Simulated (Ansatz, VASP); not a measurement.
**ScPd3: VASP beside Ansatz**

```
CELL_PARAMETERS angstrom
3.98200 0.00000 0.00000
0.00000 3.98200 0.00000
0.00000 0.00000 3.98200
ATOMIC_POSITIONS crystal
Sc 0.00000 0.00000 0.00000
Pd 0.00000 0.50000 0.50000
Pd 0.50000 0.00000 0.50000
Pd 0.50000 0.50000 0.00000
```

Alike in both runs: task relaxation of cell and atoms; functional LDA; k mesh 9 × 9 × 9; occupations fermi-dirac, width 0.05 eV; no spin polarisation.

|  | VASP | Ansatz |
| --- | --- | --- |
| version | VASP 6.6.1 | Ansatz 0.2.0 |
| potentials or method | VASP PAW LDA potentials, release 64 (Sc_sv, Pd_sv_GW) | PAW with Ansatz's default frozen-core files, scalar-relativistic |
| plane-wave cutoff (eV) | 630 | 420 |
| valence electrons in the cell | 65 | 65 |

```tsv
	VASP	Ansatz	Ansatz less VASP
relaxed volume (Å³/atom)	14.92	14.86	-0.058
relaxed length of the cell vector where the two differ most in proportion (Å)	3.908	3.902	-0.0051
```

LDA's correlation is that of Perdew and Zunger in VASP and of Perdew and Wang (1992) in Ansatz.
